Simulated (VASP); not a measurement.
Set up this calculation in VASP 6.6.1, as the native input.

```yaml
Task: single point
Functional: LDA
Potentials_or_basis: VASP PAW LDA potentials, release 64 (Mn_pv, O)
Cutoff: 520 eV
k_mesh: 11 × 11 × 6
Occupations: fermi-dirac, width 0.03 eV
Spin: collinear spin, ferromagnetic start
Starting_moments: "[4.0, 0.0, 0.0] μB"
Dipole_correction: no
Further_INCAR_settings: ALGO = Normal; EDIFF = 1e-07; NBANDS = 24
```

The structure of MnO2 lies in POSCAR:

```
MnO2
1.0
    2.6068576215      0.0000000000      0.0000000000
   -1.3034288108      2.2576049243      0.0000000000
    0.0000000000      0.0000000000      4.1991243640
Mn O
1 2
Direct
    0.0000000000      0.0000000000      0.5000000000
    0.6666666667      0.3333333333      0.2937074300
    0.3333333333      0.6666666667      0.7062925700
```

One way to write it, as run:

INCAR

```
PREC = Accurate ; ENCUT = 520
EDIFF = 1E-7 ; ISMEAR = -1
SIGMA = 0.03 ; LREAL = False
LASPH = True ; NELM = 150
ALGO = Normal ; ISIF = 2
LWAVE = False ; LCHARG = False
ISPIN = 2 ; MAGMOM = 4 0 0
LORBIT = 11 ; LMAXMIX = 4
GGA = CA ; NBANDS = 24
```

KPOINTS

```
regular mesh
0
Gamma
  11 11 6
```

Potentials or basis: VASP PAW LDA potentials, release 64 (Mn_pv, O).

Launch:

```sh
$ cat potpaw_LDA.64/Mn_pv/POTCAR potpaw_LDA.64/O/POTCAR > POTCAR
$ mpirun -np 1 vasp_std > vasp.out
```

It gave:

* Pressure: 86.9 GPa
* Largest force: 5.198 eV/Å
* Net moment: 2.67 μB per cell
* Site moments: Mn +2.32; O +0.13 μB
* Valence electrons inside the program's atomic spheres: Mn 12.69; O 5.15

Caveat: the cell stands under pressure; a cell with one magnetic atom can't hold antiferromagnetic order, which such compounds often take; forces of over 1 eV/Å act on the atoms, so gaps and moduli don't describe the material at rest.

Run time: 69 s on 1 thread of AMD EPYC 7R13 Processor (Zen 3) (shared host), peak memory 0.15 GiB.
